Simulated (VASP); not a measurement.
Te2Mo: single point with LDA

System: Te2Mo, a slab with vacuum.

```
Te Mo
1.0
     3.58381    0.00000    0.00000
    -1.79191    3.10367    0.00000
     0.00000    0.00000   17.64011
Te Mo
2 1
Direct
  0.33333 0.66667 0.10214
  0.33333 0.66667 0.89786
  0.00000 0.00000 0.00000
```

```json
{
 "Program": "VASP 6.6.1",
 "Task": "single point",
 "Functional": "LDA",
 "Potentials or basis": "VASP PAW LDA potentials, release 64 (Te, Mo_sv)",
 "Cutoff": "520 eV",
 "k mesh": "9 × 9 × 2",
 "Occupations": "fermi-dirac, width 0.05 eV",
 "Spin": "no spin polarisation"
}
```

```
Largest force          : 0.634 eV/Å
Band gap on the k mesh : 1.01 eV
```

Forces in eV/Å, atoms in the order of the input:
```
Te   0.000  0.000 -0.634
Te   0.000  0.000  0.634
Mo   0.000  0.000  0.000
```

Levels at points of the mesh, in eV from the valence-band top:
| k point | band 11 | band 12 | band 13 | band 14 | band 15 | band 16 |
| --- | --- | --- | --- | --- | --- | --- |
| (0.00, 0.00, 0.00) | -0.89 | -0.89 | -0.36 | 2.97 | 2.97 | 3.24 |
| (0.00, 0.00, 0.50) | -0.89 | -0.89 | -0.36 | 2.97 | 2.97 | 3.24 |

It took 81 s on 1 thread of Intel(R) Xeon(R) 6975P-C (Granite Rapids), on a shared host, peak memory 0.3 GiB.

Caveat: spin-orbit coupling is left out, which moves the levels of the heavy elements.
